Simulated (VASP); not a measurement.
Set up this calculation in VASP 6.6.1, as the native input.

```
Task                   : single point
Functional             : PBEsol
Potentials or basis    : VASP PAW PBE potentials, release 64 (Pb_d, S)
Cutoff                 : 500 eV
k mesh                 : 5 × 5 × 5
Occupations            : gaussian, width 0.01 eV
Spin                   : no spin polarisation
Dipole correction      : no
Further INCAR settings : ALGO = Normal; EDIFF = 1e-06; NBANDS = 17
```

The structure of PbS lies in POSCAR:

```
PbS
1.0
    2.1126620000      1.2197460000      3.4519160000
   -2.1126620000      1.2197460000      3.4519160000
    0.0000000000     -2.4394920000      3.4519160000
Pb S
1 1
Direct
    0.9846652141      0.9846652141      0.9723675718
    0.4750360000      0.4750360000      0.4750360000
```

These files were run (other wordings do the same):

INCAR

```
PREC     = Accurate       # precision mode
ENCUT    = 500            # plane-wave cutoff, eV
EDIFF    = 1E-6           # SCF threshold, eV
ISMEAR   = 0              # smearing method
SIGMA    = 0.01           # smearing width, eV
LREAL    = False          # projectors in reciprocal space
LASPH    = True           # aspherical terms in the spheres
NELM     = 120            # most SCF steps
ALGO     = Normal         # electronic algorithm
ISIF     = 2              # what is computed and relaxed
LWAVE    = False          # write WAVECAR
LCHARG   = False          # write CHGCAR
GGA      = PS             # functional
NBANDS   = 17             # bands
GGA_COMPAT= False
```

KPOINTS

```
regular mesh
0
Gamma
  5 5 5
```

Potentials or basis: VASP PAW PBE potentials, release 64 (Pb_d, S).

Command:

```sh
$ cat potpaw_PBE.64/Pb_d/POTCAR potpaw_PBE.64/S/POTCAR > POTCAR
$ mpirun -np 1 vasp_std > vasp.out
```

It gave:

```yaml
Pressure: -2.3 GPa
Largest_force: 0.006 eV/Å
Band_gap_on_the_k_mesh: 1.27 eV
```

Caveat: the PAW data sets were made with another functional, which shifts forces and pressure a little; spin-orbit coupling is left out, which moves the levels of the heavy elements; an odd mesh through Γ misses points on the zone boundary, where band edges can lie.

It took 19 s on 1 thread of Intel(R) Xeon(R) 6975P-C (Granite Rapids) (shared host), peak memory 0.18 GiB.
